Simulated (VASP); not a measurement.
Set up this calculation in VASP 6.6.1, as the native input.

| Property | Result |
| --- | --- |
| Task | single point |
| Functional | HSE06 |
| Potentials or basis | VASP PAW PBE potentials, release 64 (Te, Sn_d) |
| Cutoff | 520 eV |
| k mesh | 4 × 4 × 4 |
| Occupations | fermi-dirac, width 0.05 eV |
| Spin | no spin polarisation |
| Dipole correction | no |
| Grid for exact exchange (PRECFOCK) | Normal |
| Further INCAR settings | ALGO = Normal; EDIFF = 1e-07; NBANDS = 17 |
| Share of exact exchange | 0.25 |
| Screening parameter | 0.2079 1/Å |

Crystal: SnTe.

```xyz
2
Lattice="0.0000 3.6111 3.6111 3.6111 0.0000 3.6111 3.6111 3.6111 0.0000" Properties=species:S:1:pos:R:3 pbc="T T T"
Te    1.8056    1.8056    1.8056
Sn    0.0000    0.0000    0.0000
```

These files were run (other wordings do the same):

POSCAR

```
SnTe
1.0
    0.0000000000      3.6111460000      3.6111460000
    3.6111460000      0.0000000000      3.6111460000
    3.6111460000      3.6111460000      0.0000000000
Te Sn
1 1
Direct
    0.2500000000      0.2500000000      0.2500000000
    0.0000000000      0.0000000000      0.0000000000
```

INCAR.step1

```
PREC = Accurate ; ENCUT = 520
EDIFF = 1E-5 ; ISMEAR = -1
SIGMA = 0.05 ; LREAL = F
LASPH = T ; NELM = 80
ALGO = Normal ; ISIF = 2
LWAVE = T ; LCHARG = F
NBANDS = 17 ; GGA = PE
```

INCAR.step2

```
PREC = Accurate ; ENCUT = 520
EDIFF = 1E-7 ; ISMEAR = -1
SIGMA = 0.05 ; LREAL = F
LASPH = T ; NELM = 80
ALGO = Normal ; ISIF = 2
LWAVE = F ; LCHARG = F
GGA = PE ; LHFCALC = T
HFSCREEN = 0.2079 ; PRECFOCK = Normal
NBANDS = 17 ; ISTART = 1
```

KPOINTS

```
regular mesh
0
Gamma
  4 4 4
```

Potentials or basis: VASP PAW PBE potentials, release 64 (Te, Sn_d).

Command:

```bash
$ cat potpaw_PBE.64/Te/POTCAR potpaw_PBE.64/Sn_d/POTCAR > POTCAR
$ cp INCAR.step1 INCAR
$ mpirun -np 1 vasp_std > vasp.out
$ cp INCAR.step2 INCAR
$ mpirun -np 1 vasp_std > vasp.out
```

It gave:

The pressure is -0.7 GPa and the band gap on the k mesh is 0.37 eV (least direct gap 1.14 eV).

Caveat: the PAW data sets were made with another functional, which shifts forces and pressure a little; spin-orbit coupling is left out, which moves the levels of the heavy elements.

Wall time 43 min on 1 thread of Intel Xeon 8259CL (shared host), peak memory 0.36 GiB.
